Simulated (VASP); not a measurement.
AlIn3As4:

```
Al In As
1.0
     4.24136    0.00000    0.00000
     0.00000    4.24179    5.99646
     0.00000   -4.24179    5.99646
Al In As
1 3 4
Direct
  0.00000 0.00013 0.00013
  0.50000 0.00136 0.49889
  0.50000 0.49889 0.00136
  0.00000 0.49918 0.49918
  0.50000 0.11465 0.11465
  0.00000 0.11957 0.64120
  0.00000 0.64120 0.11957
  0.50000 0.62500 0.62500
```

Base run:

* Program: VASP 6.6.1
* Functional: r2SCAN
* Potentials or basis: VASP PAW PBE potentials, release 64 (Al, In_d, As)
* Cutoff: 550 eV
* k mesh: 6 × 4 × 4
* Occupations: fermi-dirac, width 0.02 eV
* Spin: no spin polarisation

Its results: band gap on the k mesh 0.57 eV; pressure 0.0 GPa; largest force 0.011 eV/Å.

Q: The run is repeated on the same cell with these changes: functional from r2SCAN to PBE; cutoff from 550 eV to 500 eV. What comes out?

A: Band gap on the k mesh 0.10 eV; pressure 2.1 GPa; largest force 0.050 eV/Å.

Caveats: semilocal functionals underestimate gaps, and a narrow one can read as zero; spin-orbit coupling is left out, which moves the levels of the heavy elements; the PAW data sets were made with another functional, which shifts forces and pressure a little (at least some runs).

